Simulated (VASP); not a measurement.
Cd2SeO, 4 atoms in the cell. It takes space group P-4m2 (No. 115, tetragonal). Conventional cell: a = 3.976 Å, b = 3.976 Å, c = 5.307 Å, α = 90.00°, β = 90.00°, γ = 90.00°. O (site symmetry -4m2) has 4 Cd at 2.22 Å within 2.9 Å. Within 2.9 Å of Cd (site symmetry 2mm) lie 2 O at 2.22 Å and 2 Se at 2.59 Å. Se (site symmetry -4m2) has 4 Cd at 2.59 Å within 3.4 Å.  This cell differs from its parent crystal: volume changed by -3%.

| Property | Result |
| --- | --- |
| Program | VASP 6.6.1 |
| Task | single point |
| Functional | r2SCAN |
| Potentials or basis | VASP PAW PBE potentials, release 64 (O, Cd, Se) |
| Cutoff | 520 eV |
| k mesh | 6 × 6 × 4 |
| Occupations | fermi-dirac, width 0.02 eV |
| Spin | no spin polarisation |
| Dipole correction | no |
| Further INCAR settings | ALGO = Normal; EDIFF = 1e-06; NBANDS = 26 |

Potentials or basis: VASP PAW PBE potentials, release 64 (O, Cd, Se).

Run with:

```sh
$ cat potpaw_PBE.64/O/POTCAR potpaw_PBE.64/Cd/POTCAR potpaw_PBE.64/Se/POTCAR > POTCAR
$ cp INCAR.step1 INCAR
$ mpirun -np 1 vasp_std > vasp.out
$ cp INCAR.step2 INCAR
$ mpirun -np 1 vasp_std > vasp.out
```

Hardware: 1 thread of Intel(R) Xeon(R) 6975P-C (Granite Rapids), on a shared host.

Question: Estimate the wall time of this run.

Answer: It took 120 s on 1 thread of Intel(R) Xeon(R) 6975P-C (Granite Rapids), with other jobs on the host, peak memory 0.23 GiB. Counts: k points 30.
